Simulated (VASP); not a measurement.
# Na8F7 (a cell with a defect) in VASP: notebook

Na8F7 (a cell with a defect) is run at these levels: PBE; tasks: single point.

Everything below comes from runs of VASP 6.6.1. Logs are shortened: lines on timing, memory, paths and dates and some standing lists are left out, and cuts for length are marked.

## 1. The cell of the first run

The cell holds a defect, 15 atoms: a = 6.646 Å, b = 6.646 Å, c = 6.646 Å, α = 60.00°, β = 60.00°, γ = 60.00°.

## 2. Single point, PBE

INCAR

```
PREC = Accurate
ENCUT = 520
EDIFF = 1E-6
ISMEAR = 0
SIGMA = 0.05
LREAL = Auto
LASPH = True
NELM = 100
ALGO = Normal
ISIF = 2
LWAVE = False
LCHARG = False
GGA = PE
NBANDS = 66
NELECT = 104.0
```

KPOINTS

```
Automatic mesh
0
Gamma
  4 4 4
```

POSCAR

```
Na8F7
1.0
    0.0000000000      4.6997660262      4.6997660262
    4.6997660262      0.0000000000      4.6997660262
    4.6997660262      4.6997660262      0.0000000000
Na F
8 7
Direct
   -0.0270631558      0.5270631530      0.5051380189
   -0.0134497121      0.5134497093     -0.0167368970
   -0.0128074461     -0.0128074461      0.5230385909
    0.0046628917      0.0046628917     -0.0113172655
    0.4953371055      0.4953371055      0.4980085151
    0.5128074433      0.5128074433     -0.0025762985
    0.5270631530     -0.0270631558      0.5051380189
    0.5134497093     -0.0134497121     -0.0167368970
    0.2499999986      0.2499999986      0.6946708585
    0.2476925433      0.7685625156      0.2450366664
    0.2523075603      0.7314375824      0.7612916218
    0.7685625156      0.2476925433      0.2450366664
    0.7314375824      0.2523075603      0.7612916218
    0.7499999958      0.7499999958      0.2443799316
    0.7499999958      0.7499999958      0.7518362574
```

Potentials or basis: VASP PAW PBE potentials, release 64 (Na_pv, F).

Command:

```bash
$ cat potpaw_PBE.64/Na_pv/POTCAR potpaw_PBE.64/F/POTCAR > POTCAR
$ mpirun -np 1 vasp_std > vasp.out
```

OUTCAR:

```text
PREC = Accurate
   ENCUT = 520
   EDIFF = 1E-6
   ISMEAR = 0
   LREAL = Auto
   LASPH = True
   NELM = 100
   ISIF = 2
   GGA = PE
   NELECT = 104.0

 ion  position               nearest neighbor table
   1  0.973  0.527  0.505-  15 2.21   9 2.23  14 2.28
   2  0.987  0.513  0.983-  15 2.20  12 2.28  11 2.28  14 2.34
   3  0.987  0.987  0.523-  15 2.23  12 2.34  10 2.34
   4  0.005  0.005  0.989-   9 2.33  10 2.35  12 2.35
   5  0.495  0.495  0.498-   9 2.33  11 2.35  13 2.35
   6  0.513  0.513  0.997-  15 2.23  13 2.34  11 2.34
   7  0.527  0.973  0.505-  15 2.21   9 2.23  14 2.28
   8  0.513  0.987  0.983-  15 2.20  10 2.28  13 2.28  14 2.34
   9  0.250  0.250  0.695-   1 2.23   7 2.23   5 2.33   4 2.33
  10  0.248  0.769  0.245-   8 2.28   3 2.34   4 2.35
  11  0.252  0.731  0.761-   2 2.28   6 2.34   5 2.35
  12  0.769  0.248  0.245-   2 2.28   3 2.34   4 2.35
  13  0.731  0.252  0.761-   8 2.28   6 2.34   5 2.35
  14  0.750  0.750  0.244-   1 2.28   7 2.28   2 2.34   8 2.34
  15  0.750  0.750  0.752-   2 2.20   8 2.20   7 2.21   1 2.21   6 2.23   3 2.23

  LATTYP: Found a face centered cubic cell.
 ALAT       =     9.3995320524

  Lattice vectors:

 A1 = (   0.0000000000,   4.6997660262,   4.6997660262)
 A2 = (   4.6997660262,   0.0000000000,   4.6997660262)
 A3 = (   4.6997660262,   4.6997660262,   0.0000000000)

Analysis of symmetry for initial positions (statically):
=====================================================================
 Subroutine PRICEL returns:
 Original cell was already a primitive cell.

 Routine SETGRP: Setting up the symmetry group for a
 face centered cubic supercell.

 Subroutine GETGRP returns: Found  4 space group operations
 (whereof  2 operations were pure point group operations)
 out of a pool of 48 trial point group operations.

The static configuration has the point symmetry C_1h.
 The point group associated with its full space group is C_2v.

Analysis of symmetry for dynamics (positions and initial velocities):
=====================================================================
 Subroutine PRICEL returns:
 Original cell was already a primitive cell.

 Routine SETGRP: Setting up the symmetry group for a
 face centered cubic supercell.

 Subroutine GETGRP returns: Found  4 space group operations
 (whereof  2 operations were pure point group operations)
 out of a pool of 48 trial point group operations.

The dynamic configuration has the point symmetry C_1h.
 The point group associated with its full space group is C_2v.

 Subroutine INISYM returns: Found  4 space group operations
 (whereof  2 operations are pure point group operations),
 and found     1 'primitive' translations

----------------------------------------------------------------------------------------

                                     Primitive cell

  volume of cell :     207.6150

  direct lattice vectors                    reciprocal lattice vectors
     0.000000000  4.699766026  4.699766026    -0.106388275  0.106388275  0.106388275
     4.699766026  0.000000000  4.699766026     0.106388275 -0.106388275  0.106388275
     4.699766026  4.699766026  0.000000000     0.106388275  0.106388275 -0.106388275

  length of vectors
     6.646472854  6.646472854  6.646472854     0.184269897  0.184269897  0.184269897

  position of ions in fractional coordinates (direct lattice)
     0.972936844  0.527063153  0.505138019
     0.986550288  0.513449709  0.983263103
     0.987192554  0.987192554  0.523038591
     0.004662892  0.004662892  0.988682735
     0.495337105  0.495337105  0.498008515
     0.512807443  0.512807443  0.997423701
     0.527063153  0.972936844  0.505138019
     0.513449709  0.986550288  0.983263103
     0.249999999  0.249999999  0.694670858
     0.247692543  0.768562516  0.245036666
     0.252307560  0.731437582  0.761291622
     0.768562516  0.247692543  0.245036666
     0.731437582  0.252307560  0.761291622
     0.749999996  0.749999996  0.244379932
     0.749999996  0.749999996  0.751836257

  ion indices of the primitive-cell ions
   primitive index   ion index
                 1           1
                 2           2
                 3           3
                 4           4
                 5           5
                 6           6
                 7           7
                 8           8
                 9           9
                10          10
                11          11
                12          12
                13          13
                14          14
                15          15

----------------------------------------------------------------------------------------

 KPOINTS: Automatic mesh

Automatic generation of k-mesh.
 Grid dimensions read from file:
 generate k-points for:    4    4    4

 Generating k-lattice:

  Cartesian coordinates                     Fractional coordinates (reciprocal lattice)
    -0.026597069  0.026597069  0.026597069     0.250000000  0.000000000  0.000000000
     0.026597069 -0.026597069  0.026597069     0.000000000  0.250000000  0.000000000
     0.026597069  0.026597069 -0.026597069     0.000000000  0.000000000  0.250000000

  Length of vectors
     0.046067474  0.046067474  0.046067474

  Shift w.r.t. Gamma in fractional coordinates (k-lattice)
     0.000000000  0.000000000  0.000000000

 Subroutine IBZKPT returns following result:
 ===========================================

 Found     18 irreducible k-points:

 Following reciprocal coordinates:
            Coordinates               Weight
  0.000000  0.000000  0.000000      1.000000
  0.250000  0.000000  0.000000      4.000000
  0.000000  0.000000  0.250000      4.000000
  0.500000  0.000000  0.000000      2.000000
  0.000000  0.000000  0.500000      2.000000
  0.250000  0.250000  0.000000      2.000000
[... 10 lines left out ...]
 -0.250000  0.500000  0.250000      4.000000
  0.250000 -0.250000  0.500000      2.000000
   k-points           NKPTS =     18   k-points in BZ     NKDIM =     18   number of bands    NBANDS=     66
   number of dos      NEDOS =    301   number of ions     NIONS =     15
   total plane-waves  NPLWV = 125000
   dimension x,y,z NGX =    50 NGY =   50 NGZ =   50
   dimension x,y,z NGXF=   100 NGYF=  100 NGZF=  100
   ions per type =               8   7
   NGX,Y,Z   is equivalent  to a cutoff of  12.51, 12.51, 12.51 a.u.
   NGXF,Y,Z  is equivalent  to a cutoff of  25.01, 25.01, 25.01 a.u.
 SYSTEM =  unknown system
   PREC   = accura    normal or accurate (medium, high low for compatibility)
   ISTART =      0    job   : 0-new  1-cont  2-samecut
   ICHARG =      2    charge: 1-file 2-atom 10-const
   ISPIN  =      1    spin polarized calculation?
   LNONCOLLINEAR =      F non collinear calculations
   LSORBIT =      F    spin-orbit coupling
   LASPH  =      T    aspherical Exc in radial PAW
   ENCUT  =  520.0 eV  38.22 Ry    6.18 a.u.  12.36 12.36 12.36*2*pi/ulx,y,z
   NELM   =    100;   NELMIN=  2; NELMDL= -5     # of ELM steps
   EDIFF  = 0.1E-05   stopping-criterion for ELM
   LREAL  =      T    real-space projection
   EDIFFG = 0.1E-04   stopping-criterion for IOM
   NSW    =      0    number of steps for IOM
   IBRION =     -1    ionic relax: 0-MD 1-quasi-New 2-CG
   NFREE  =      0    steps in history (QN), initial steepest desc. (CG)
   ISIF   =      2    stress and relaxation
   ISYM   =      2    0-nonsym 1-usesym 2-fastsym
   POTIM  = 0.5000    time-step for ionic-motion
   TEBEG  =    0.0;   TEEND  =   0.0 temperature during run
   PSTRESS=    0.0 pullay stress
   NELECT =     104.0000    total number of electrons
   NUPDOWN=      -1.0000    fix difference up-down
   EMIN   =  10.00;   EMAX   =-10.00  energy-range for DOS
   EFERMI =   0.00;   METHOD = LEGACY
   ISMEAR =     0;   SIGMA  =   0.05  broadening in eV -4-tet -1-fermi 0-gaus
   EFERMI_NEDOS =   21; number of points for ismear=-14 and -15
   IALGO  =     38    algorithm
   IMIX   =      4    mixing-type and parameters
     AMIX     =   0.40;   BMIX     =  1.00
     AMIX_MAG =   1.60;   BMIX_MAG =  1.00
  volume/ion in A,a.u.               =      13.84        93.40
  Fermi-wavevector in a.u.,A,eV,Ry     =   1.300169  2.456963 22.999814  1.690439
  Thomas-Fermi vector in A             =   2.431385
   LORBIT       =      0    0 simple, 1 ext, 2 COOP (PROOUT), +10 PAW based schemes
   GGA     = PE    functional components
   LHFCALC =     F    Hartree Fock is set to
   AEXX    =    0.0000 exact exchange contribution
   IVDW    =     0    specifies the selected vdW correction
   LEPSILON=     F    determine dielectric tensor
   LRPA    =     F    only Hartree local field effects (RPA)
 non-spin polarized calculation
 Gauss-broadening in eV      SIGMA  =   0.05
  energy-cutoff  :      520.00
  volume of cell :      207.61
 maximum number of plane-waves:      5609
 NGX is ok and might be reduce to    50
   NGX = 25   NGY = 25   NGZ = 25

 number of electron     103.9999986 magnetization

 Free energy of the ion-electron system (eV)
  ---------------------------------------------------
  ext. energy  EPLUGINS =         0.00000000
  ---------------------------------------------------
  free energy    TOTEN  =       -63.01554083 eV

  energy without entropy =      -63.01554083  energy(sigma->0) =      -63.01554083

 E-fermi :  -2.0017     XC(G=0):  -8.4685

 val. band max:       -2.2242024412   @ k =   0.0000   0.0000   0.0000
 cond. band min:       2.6696266797   @ k =   0.0000   0.0000   0.0000
 fundamental gap:      4.8938291209
 Fermi energy:        -2.0016797418

 k-point     1 :       0.0000    0.0000    0.0000
  band No.  band energies     occupation
      1     -22.4519      2.00000
      2     -22.0637      2.00000
      3     -22.0589      2.00000
      4     -22.0540      2.00000
      5     -21.7306      2.00000
      6     -21.7274      2.00000
[... 1195 lines left out ...]
     63      10.7908      0.00000
     64      11.0253      0.00000
 [bands above 64 left out]

------------------------ aborting loop because EDIFF is reached ----------------------------------------

  FORCE on cell =-STRESS in cart. coord.  units (eV):
  Direction    XX          YY          ZZ          XY          YZ          ZX
  --------------------------------------------------------------------------------------
  -------------------------------------------------------------------------------------
  Total       -3.2852734     -3.2852734     -3.7473898     -0.3810816      0.0000000      0.0000000
  in kB      -25.3526516    -25.3526516    -28.9188315     -2.9408298      0.0000000      0.0000000
  external PRESSURE =     -26.5413782 kB  Pullay stress =       0.0000000 kB

 VOLUME and BASIS-vectors are now :
 -----------------------------------------------------------------------------
  energy-cutoff  :      520.00
  volume of cell :      207.61
      direct lattice vectors                 reciprocal lattice vectors
     0.000000000  4.699766026  4.699766026    -0.106388275  0.106388275  0.106388275
     4.699766026  0.000000000  4.699766026     0.106388275 -0.106388275  0.106388275
     4.699766026  4.699766026  0.000000000     0.106388275  0.106388275 -0.106388275

 POSITION                                       TOTAL-FORCE (eV/Angst)
 -----------------------------------------------------------------------------------
      4.85110      6.94661      7.04965        -0.059524      0.063385     -0.000000
      7.03420      9.25766      7.04965        -0.061662     -0.011658     -0.000000
      7.09773      7.09773      9.27915        -0.046364     -0.046364     -0.029474
      4.66849      4.66849      0.04383         0.010820      0.010820     -0.039411
      4.66849      4.66849      4.65594         0.010820      0.010820      0.039411
      7.09773      7.09773      4.82015        -0.046364     -0.046364      0.029474
      6.94661      4.85110      7.04965         0.063385     -0.059524     -0.000000
      9.25766      7.03420      7.04965        -0.011658     -0.061662     -0.000000
      4.43973      4.43973      2.34988         0.258459      0.258459     -0.000000
      4.76368      2.31571      4.77616        -0.043492      0.010422     -0.052409
      7.01548      4.76368      4.62337         0.010422     -0.043492      0.052409
      2.31571      4.76368      4.77616         0.010422     -0.043492     -0.052409
      4.76368      7.01548      4.62337        -0.043492      0.010422      0.052409
      4.67335      4.67335      7.04965        -0.013154     -0.013154     -0.000000
      7.05828      7.05828      7.04965        -0.038619     -0.038619     -0.000000
 -----------------------------------------------------------------------------------
    total drift:                                0.001411      0.001411     -0.003513

  FREE ENERGIE OF THE ION-ELECTRON SYSTEM (eV)
  ---------------------------------------------------
  free  energy   TOTEN  =       -63.0155408275 eV

  energy  without entropy=      -63.0155408275  energy(sigma->0) =      -63.01554083
```

It took 9.2 min on 1 thread of Intel Xeon Platinum 8259CL at 2.50GHz (Skylake/Cascade Lake), shared host; peak memory 0.4 GiB.

Results:

```yaml
Free_energy: -63.0155 eV
Largest_force: 0.366 eV/Å
```

Forces on the atoms (eV/Å):
```
Na  -0.060  0.063  0.000
Na  -0.062 -0.012  0.000
Na  -0.046 -0.046 -0.029
Na   0.011  0.011 -0.039
Na   0.011  0.011  0.039
Na  -0.046 -0.046  0.029
Na   0.063 -0.060  0.000
Na  -0.012 -0.062  0.000
F    0.258  0.258  0.000
F   -0.043  0.010 -0.052
F    0.010 -0.043  0.052
F    0.010 -0.043 -0.052
F   -0.043  0.010  0.052
F   -0.013 -0.013  0.000
F   -0.039 -0.039  0.000
```

Caveat: the cell carries a net charge on a neutralising background, which shifts energy and pressure; the cell is charged against a uniform background, so pressure and absolute levels hang on convention.

## 3. Single point, PBE

INCAR

```
SYSTEM = Na8F7
  ALGO = Normal
  EDIFF = 1E-6
  ENCUT = 520
  GGA = PE
  ISIF = 2
  ISMEAR = 0
  LASPH = .TRUE.
  LCHARG = .FALSE.
  LREAL = Auto
  LWAVE = .FALSE.
  NBANDS = 66
  NELECT = 104.0
  NELM = 60
  PREC = Accurate
  SIGMA = 0.05
```

KPOINTS

```
k-points
0
G
  4 4 4
  0 0 0
```

POSCAR

```
Na8F7
1.0
    0.0000000000      4.6997660262      4.6997660262
    4.6997660262      0.0000000000      4.6997660262
    4.6997660262      4.6997660262      0.0000000000
Na F
8 7
Direct
   -0.0392620609      0.5392620581      0.4994385863
   -0.0179430209      0.5179430181     -0.0100168816
   -0.0080545499     -0.0080545499      0.5238351199
    0.0094420658      0.0094420658     -0.0228574145
    0.4905579314      0.4905579314      0.4960267143
    0.5080545471      0.5080545471      0.0077258101
    0.5392620581     -0.0392620609      0.4994385863
    0.5179430181     -0.0179430209     -0.0100168816
    0.2499999986      0.2499999986      0.6333205703
    0.2461170393      0.7802327775      0.2397675743
    0.2538829579      0.7197672142      0.7661173939
    0.7802327775      0.2461170393      0.2397675743
    0.7197673206      0.2538830643      0.7661172875
    0.7499999958      0.7499999958      0.2407418781
    0.7499999958      0.7499999958      0.7555943169
```

Potentials or basis: VASP PAW PBE potentials, release 64 (Na_pv, F).

Command:

```bash
$ cat potpaw_PBE.64/Na_pv/POTCAR potpaw_PBE.64/F/POTCAR > POTCAR
$ mpirun -np 1 vasp_std > vasp.out
```

Wall time 11 min (1 thread of Intel Xeon Platinum 8259CL at 2.50GHz (Skylake/Cascade Lake), shared host); peak memory 0.4 GiB.

It converged, with:

```yaml
Free_energy: -62.7628 eV
Largest_force: 0.561 eV/Å
```

Forces in eV/Å, atoms in the order of the input:
```
Na  -0.087  0.053  0.000
Na  -0.076 -0.035  0.000
Na  -0.053 -0.053 -0.075
Na   0.008  0.008  0.006
Na   0.008  0.008 -0.006
Na  -0.053 -0.053  0.075
Na   0.053 -0.087  0.000
Na  -0.035 -0.076  0.000
F    0.397  0.397  0.000
F   -0.040  0.001 -0.046
F    0.001 -0.040  0.046
F    0.001 -0.040 -0.046
F   -0.040  0.001  0.046
F   -0.029 -0.029  0.000
F   -0.055 -0.055  0.000
```

Levels at points of the mesh, in eV from the Fermi level:
```csv
k point,band 50,band 51,band 52,band 53,band 54,band 55
"(0.00, 0.00, 0.00)",-0.42,-0.30,-0.30,4.64,8.30,9.33
"(0.50, 0.00, 0.00)",-0.45,-0.45,-0.28,5.75,7.12,9.15
"(0.00, 0.00, 0.50)",-0.41,-0.35,-0.35,5.81,7.02,9.33
"(0.50, 0.50, 0.00)",-0.45,-0.41,-0.39,6.06,7.56,8.66
"(0.00, 0.50, 0.50)",-0.52,-0.41,-0.28,6.11,7.41,8.64
```

Caveat: the cell carries a net charge on a neutralising background, which shifts energy and pressure; the cell is charged against a uniform background, so pressure and absolute levels hang on convention.
